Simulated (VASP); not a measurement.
# TiO2 (P4_2/mnm) in VASP: further runs

Runs on TiO2. Level: PBE. Tasks: single point.

Everything below comes from runs of VASP 6.6.1. Logs are shortened: lines on timing, memory, paths and dates and some standing lists are left out, and cuts for length are marked.

### Step 1. The cell of the first run

Symmetry: P4_2/mnm, No. 136, tetragonal system. Conventional cell: a = 4.318 Å, b = 4.318 Å, c = 2.727 Å, α = 90.00°, β = 90.00°, γ = 90.00°. Within 2.4 Å of Ti (site symmetry mmm) lie 6 O at 1.81 to 1.86 Å. O (site symmetry m2m) has 3 Ti at 1.81 to 1.86 Å and 1 O at 2.38 Å within 2.4 Å.

### Step 2. Single point, PBE

The input, INCAR:

```
SYSTEM = TiO2
ALGO     = Normal         ! electronic algorithm
EDIFF    = 1E-6           ! SCF threshold, eV
ENCUT    = 520            ! plane-wave cutoff, eV
GGA      = PE             ! functional
ISIF     = 2              ! what is computed and relaxed
ISMEAR   = 0              ! smearing method
LASPH    = .True.         ! aspherical terms in the spheres
LCHARG   = .True.         ! write CHGCAR
LELF     = .True.         ! ELF
LREAL    = .False.        ! projectors in reciprocal space
LVHAR    = .True.       
LWAVE    = .False.        ! write WAVECAR
NBANDS   = 33             ! bands
NELM     = 100            ! most SCF steps
PREC     = Accurate       ! precision mode
SIGMA    = 0.05           ! smearing width, eV
```

The input, KPOINTS:

```
k-points
0
Gamma
  6 6 10
  0 0 0
```

The input, POSCAR:

```
TiO2
1.0
    4.3184000000      0.0000000000      0.0000000000
    0.0000000000      4.3184000000      0.0000000000
    0.0000000000      0.0000000000      2.7268000000
Ti O
2 4
Direct
    0.0000000000      0.0000000000      0.0000000000
    0.5000000000      0.5000000000      0.5000000000
    0.3050970583      0.3050970583      0.0000000000
    0.1949029417      0.8050970583      0.5000000000
    0.6949029417      0.6949029417      0.0000000000
    0.8050970583      0.1949029417      0.5000000000
```

Potentials or basis: VASP PAW PBE potentials, release 64 (Ti_sv, O).

The run is started by

```sh
$ cat potpaw_PBE.64/Ti_sv/POTCAR potpaw_PBE.64/O/POTCAR > POTCAR
$ mpirun -np 1 vasp_std > vasp.out
```

OUTCAR:

```text
SYSTEM = TiO2
   EDIFF = 1E-6
   ENCUT = 520
   GGA = PE
   ISIF = 2
   ISMEAR = 0
   LASPH = .True.
   LREAL = .False.
   NELM = 100
   PREC = Accurate

 ion  position               nearest neighbor table
   1  0.000  0.000  0.000-   4 1.81   6 1.81   4 1.81   6 1.81   5 1.86   3 1.86
   2  0.500  0.500  0.500-   3 1.81   5 1.81   3 1.81   5 1.81   4 1.86   6 1.86
   3  0.305  0.305  0.000-   2 1.81   2 1.81   1 1.86
   4  0.195  0.805  0.500-   1 1.81   1 1.81   2 1.86
   5  0.695  0.695  0.000-   2 1.81   2 1.81   1 1.86
   6  0.805  0.195  0.500-   1 1.81   1 1.81   2 1.86

  LATTYP: Found a simple tetragonal cell.
 ALAT       =     4.3184000000
 C/A-ratio  =     0.6314375695

  Lattice vectors:

 A1 = (   4.3184000000,   0.0000000000,   0.0000000000)
 A2 = (   0.0000000000,   4.3184000000,   0.0000000000)
 A3 = (   0.0000000000,   0.0000000000,   2.7268000000)

Analysis of symmetry for initial positions (statically):
=====================================================================
 Subroutine PRICEL returns:
 Original cell was already a primitive cell.

 Routine SETGRP: Setting up the symmetry group for a
 simple tetragonal supercell.

 Subroutine GETGRP returns: Found 16 space group operations
 (whereof  8 operations were pure point group operations)
 out of a pool of 16 trial point group operations.

The static configuration has the point symmetry D_2h.
 The point group associated with its full space group is D_4h.

Analysis of symmetry for dynamics (positions and initial velocities):
=====================================================================
 Subroutine PRICEL returns:
 Original cell was already a primitive cell.

 Routine SETGRP: Setting up the symmetry group for a
 simple tetragonal supercell.

 Subroutine GETGRP returns: Found 16 space group operations
 (whereof  8 operations were pure point group operations)
 out of a pool of 16 trial point group operations.

The dynamic configuration has the point symmetry D_2h.
 The point group associated with its full space group is D_4h.

 Subroutine INISYM returns: Found 16 space group operations
 (whereof  8 operations are pure point group operations),
 and found     1 'primitive' translations

----------------------------------------------------------------------------------------

                                     Primitive cell

  volume of cell :      50.8509

  direct lattice vectors                    reciprocal lattice vectors
     4.318400000  0.000000000  0.000000000     0.231567247  0.000000000  0.000000000
     0.000000000  4.318400000  0.000000000     0.000000000  0.231567247  0.000000000
     0.000000000  0.000000000  2.726800000     0.000000000  0.000000000  0.366730233

  length of vectors
     4.318400000  4.318400000  2.726800000     0.231567247  0.231567247  0.366730233

  position of ions in fractional coordinates (direct lattice)
     0.000000000  0.000000000  0.000000000
     0.500000000  0.500000000  0.500000000
     0.305097058  0.305097058  0.000000000
     0.194902942  0.805097058  0.500000000
     0.694902942  0.694902942  0.000000000
     0.805097058  0.194902942  0.500000000

  ion indices of the primitive-cell ions
   primitive index   ion index
                 1           1
                 2           2
                 3           3
                 4           4
                 5           5
                 6           6

----------------------------------------------------------------------------------------

 KPOINTS: k-points

Automatic generation of k-mesh.
 Grid dimensions read from file:
 generate k-points for:    6    6   10

 Generating k-lattice:

  Cartesian coordinates                     Fractional coordinates (reciprocal lattice)
     0.038594541  0.000000000  0.000000000     0.166666667  0.000000000  0.000000000
     0.000000000  0.038594541  0.000000000     0.000000000  0.166666667  0.000000000
     0.000000000  0.000000000  0.036673023     0.000000000  0.000000000  0.100000000

  Length of vectors
     0.038594541  0.038594541  0.036673023

  Shift w.r.t. Gamma in fractional coordinates (k-lattice)
     0.000000000  0.000000000  0.000000000

 Subroutine IBZKPT returns following result:
 ===========================================

 Found     60 irreducible k-points:

 Following reciprocal coordinates:
            Coordinates               Weight
  0.000000  0.000000  0.000000      1.000000
  0.166667  0.000000  0.000000      4.000000
  0.333333  0.000000  0.000000      4.000000
  0.500000  0.000000  0.000000      2.000000
  0.166667  0.166667  0.000000      4.000000
  0.333333  0.166667  0.000000      8.000000
[... 16 lines left out ...]
  0.333333  0.000000  0.200000      8.000000
  0.500000  0.000000  0.200000      4.000000
 [... further k-points ...]
   k-points           NKPTS =     60   k-points in BZ     NKDIM =     60   number of bands    NBANDS=     33
   number of dos      NEDOS =    301   number of ions     NIONS =      6
   total plane-waves  NPLWV =  20480
   dimension x,y,z NGX =    32 NGY =   32 NGZ =   20
   dimension x,y,z NGXF=    64 NGYF=   64 NGZF=   40
   ions per type =               2   4
   NGX,Y,Z   is equivalent  to a cutoff of  12.32, 12.32, 12.19 a.u.
   NGXF,Y,Z  is equivalent  to a cutoff of  24.64, 24.64, 24.39 a.u.
 SYSTEM =  TiO2
   PREC   = accura    normal or accurate (medium, high low for compatibility)
   ISTART =      0    job   : 0-new  1-cont  2-samecut
   ICHARG =      2    charge: 1-file 2-atom 10-const
   ISPIN  =      1    spin polarized calculation?
   LNONCOLLINEAR =      F non collinear calculations
   LSORBIT =      F    spin-orbit coupling
   LASPH  =      T    aspherical Exc in radial PAW
   ENCUT  =  520.0 eV  38.22 Ry    6.18 a.u.   8.03  8.03  5.07*2*pi/ulx,y,z
   NELM   =    100;   NELMIN=  2; NELMDL= -5     # of ELM steps
   EDIFF  = 0.1E-05   stopping-criterion for ELM
   LREAL  =      F    real-space projection
   EDIFFG = 0.1E-04   stopping-criterion for IOM
   NSW    =      0    number of steps for IOM
   IBRION =     -1    ionic relax: 0-MD 1-quasi-New 2-CG
   NFREE  =      0    steps in history (QN), initial steepest desc. (CG)
   ISIF   =      2    stress and relaxation
   ISYM   =      2    0-nonsym 1-usesym 2-fastsym
   POTIM  = 0.5000    time-step for ionic-motion
   TEBEG  =    0.0;   TEEND  =   0.0 temperature during run
   PSTRESS=    0.0 pullay stress
   NELECT =      48.0000    total number of electrons
   NUPDOWN=      -1.0000    fix difference up-down
   EMIN   =  10.00;   EMAX   =-10.00  energy-range for DOS
   EFERMI =   0.00;   METHOD = LEGACY
   ISMEAR =     0;   SIGMA  =   0.05  broadening in eV -4-tet -1-fermi 0-gaus
   EFERMI_NEDOS =   21; number of points for ismear=-14 and -15
   IALGO  =     38    algorithm
   IMIX   =      4    mixing-type and parameters
     AMIX     =   0.40;   BMIX     =  1.00
     AMIX_MAG =   1.60;   BMIX_MAG =  1.00
  volume/ion in A,a.u.               =       8.48        57.19
  Fermi-wavevector in a.u.,A,eV,Ry     =   1.605914  3.034737 35.088870  2.578959
  Thomas-Fermi vector in A             =   2.702185
   LORBIT       =      0    0 simple, 1 ext, 2 COOP (PROOUT), +10 PAW based schemes
   GGA     = PE    functional components
   LHFCALC =     F    Hartree Fock is set to
   AEXX    =    0.0000 exact exchange contribution
   IVDW    =     0    specifies the selected vdW correction
   LEPSILON=     F    determine dielectric tensor
   LRPA    =     F    only Hartree local field effects (RPA)
 non-spin polarized calculation
 Gauss-broadening in eV      SIGMA  =   0.05
  energy-cutoff  :      520.00
  volume of cell :       50.85
 maximum number of plane-waves:      1416
   NGX = 17   NGY = 17   NGZ = 11

 number of electron      48.0000029 magnetization

 Free energy of the ion-electron system (eV)
  ---------------------------------------------------
  ext. energy  EPLUGINS =         0.00000000
  ---------------------------------------------------
  free energy    TOTEN  =       -50.71183840 eV

  energy without entropy =      -50.71183840  energy(sigma->0) =      -50.71183840

 E-fermi :   7.4095     XC(G=0): -12.5365

 val. band max:        7.0532735860   @ k =   0.0000   0.0000   0.0000
 cond. band min:       9.4695707774   @ k =   0.5000   0.0000   0.5000
 fundamental gap:      2.4162971914
 Fermi energy:         7.4094942707

 k-point     1 :       0.0000    0.0000    0.0000
  band No.  band energies     occupation
      1     -49.0455      2.00000
      2     -48.9965      2.00000
      3     -25.6589      2.00000
      4     -25.6589      2.00000
      5     -25.2543      2.00000
      6     -25.2543      2.00000
[... 25 lines left out ...]
     32      15.8782      0.00000
     33      15.9227      0.00000

 k-point     2 :       0.1667    0.0000    0.0000
  band No.  band energies     occupation
      1     -49.0421      2.00000
      2     -48.9998      2.00000
      3     -25.6386      2.00000
      4     -25.6358      2.00000
      5     -25.2820      2.00000
      6     -25.2789      2.00000
[... 25 lines left out ...]
     32      15.7461      0.00000
     33      15.7714      0.00000

 k-point     3 :       0.3333    0.0000    0.0000
  band No.  band energies     occupation
      1     -49.0331      2.00000
      2     -49.0086      2.00000
      3     -25.5839      2.00000
      4     -25.5766      2.00000
      5     -25.3504      2.00000
      6     -25.3424      2.00000
[... 25 lines left out ...]
     32      15.4793      0.00000
     33      15.5279      0.00000

 k-point     4 :       0.5000    0.0000    0.0000
  band No.  band energies     occupation
      1     -49.0208      2.00000
      2     -49.0208      2.00000
      3     -25.5338      2.00000
      4     -25.5338      2.00000
      5     -25.3973      2.00000
      6     -25.3973      2.00000
[... 25 lines left out ...]
     32      15.2063      0.00000
     33      15.3661      0.00000

 k-point     5 :       0.1667    0.1667    0.0000
  band No.  band energies     occupation
      1     -49.0393      2.00000
      2     -49.0026      2.00000
      3     -25.6678      2.00000
      4     -25.5733      2.00000
      5     -25.3514      2.00000
      6     -25.2493      2.00000
[... 604 lines left out ...]
 k-point    22 :       0.1667    0.0000    0.2000
  band No.  band energies     occupation
      1     -48.9988      2.00000
      2     -48.9643      2.00000
      3     -25.5655      2.00000
      4     -25.5376      2.00000
      5     -25.4768      2.00000
      6     -25.4631      2.00000
[... 25 lines left out ...]
     32      15.0592      0.00000
     33      15.3098      0.00000

 k-point    23 :       0.3333    0.0000    0.2000
  band No.  band energies     occupation
      1     -48.9914      2.00000
      2     -48.9715      2.00000
      3     -25.5647      2.00000
      4     -25.5124      2.00000
      5     -25.4739      2.00000
      6     -25.4313      2.00000
[... 25 lines left out ...]
     32      14.5549      0.00000
     33      15.2399      0.00000

 k-point    24 :       0.5000    0.0000    0.2000
  band No.  band energies     occupation
      1     -48.9814      2.00000
      2     -48.9814      2.00000
      3     -25.5417      2.00000
      4     -25.5417      2.00000
      5     -25.4283      2.00000
      6     -25.4283      2.00000
[... 25 lines left out ...]
     32      14.3155      0.00000
     33      15.6638      0.00000

 [... further k-points ...]
[... 5 lines left out ...]
  --------------------------------------------------------------------------------------
  -------------------------------------------------------------------------------------
  Total       24.2162581     24.2162581     33.5083824     -0.0000000      0.0000000      0.0000000
  in kB      762.9895680    762.9895680   1055.7595685     -0.0000000      0.0000000      0.0000000
  external PRESSURE =     860.5795682 kB  Pullay stress =       0.0000000 kB

 VOLUME and BASIS-vectors are now :
 -----------------------------------------------------------------------------
  energy-cutoff  :      520.00
  volume of cell :       50.85
      direct lattice vectors                 reciprocal lattice vectors
     4.318400000  0.000000000  0.000000000     0.231567247  0.000000000  0.000000000
     0.000000000  4.318400000  0.000000000     0.000000000  0.231567247  0.000000000
     0.000000000  0.000000000  2.726800000     0.000000000  0.000000000  0.366730233

 POSITION                                       TOTAL-FORCE (eV/Angst)
 -----------------------------------------------------------------------------------
      0.00000      0.00000      0.00000         0.000000      0.000000      0.000000
      2.15920      2.15920      1.36340         0.000000      0.000000      0.000000
      1.31753      1.31753      0.00000        -1.241049     -1.241049      0.000000
      0.84167      3.47673      1.36340         1.241049     -1.241049      0.000000
      3.00087      3.00087      0.00000         1.241049      1.241049     -0.000000
      3.47673      0.84167      1.36340        -1.241049      1.241049      0.000000
 -----------------------------------------------------------------------------------
    total drift:                               -0.000000     -0.000000     -0.000000

  FREE ENERGIE OF THE ION-ELECTRON SYSTEM (eV)
  ---------------------------------------------------
  free  energy   TOTEN  =       -50.7118384009 eV

  energy  without entropy=      -50.7118384009  energy(sigma->0) =      -50.71183840
```

It took 56 s on 1 thread of Intel Xeon Platinum 8259CL at 2.50GHz (Skylake/Cascade Lake), shared host; peak memory 0.21 GiB.

What came out:

```yaml
Free_energy: -50.7118 eV
Pressure: 86.1 GPa
Largest_force: 1.755 eV/Å
Band_gap_on_the_k_mesh: 2.42 eV, indirect (least direct gap 2.42 eV)
```

Forces in eV/Å, atoms in the order of the input:
```
Ti   0.000  0.000  0.000
Ti   0.000  0.000  0.000
O   -1.241 -1.241  0.000
O    1.241 -1.241  0.000
O    1.241  1.241  0.000
O   -1.241  1.241  0.000
```

Stress tensor (GPa, compression positive):
```
 76.30   0.00   0.00
  0.00  76.30   0.00
  0.00   0.00 105.58
```

Levels at points of the mesh, in eV from the valence-band top:
```tsv
k point	band 20	band 21	band 22	band 23	band 24	band 25	band 26	band 27	band 28	band 29
(0.00, 0.00, 0.00)	-1.86	-0.49	-0.40	-0.40	0.00	2.42	2.89	3.26	3.39	3.39
(0.50, 0.00, 0.00)	-3.33	-1.59	-1.59	-0.91	-0.91	3.43	3.43	4.11	4.11	4.80
(0.50, 0.50, 0.00)	-2.85	-1.12	-1.12	-0.98	-0.98	2.51	2.51	3.42	3.42	5.18
(0.00, 0.00, 0.50)	-3.07	-3.01	-3.01	-1.45	-1.45	3.89	3.89	4.50	4.50	4.84
(0.50, 0.00, 0.50)	-2.44	-2.42	-2.42	-1.24	-1.24	2.42	2.42	4.53	4.53	5.20
(0.50, 0.50, 0.50)	-2.99	-1.61	-1.61	-0.59	-0.59	3.33	3.33	4.19	4.19	4.56
```

Caveat: forces of over 1 eV/Å act on the atoms, so gaps and moduli don't describe the material at rest. A hybrid or GW would open this gap; PBE tends to underestimate it.

(Continued in part 2 of 2.)
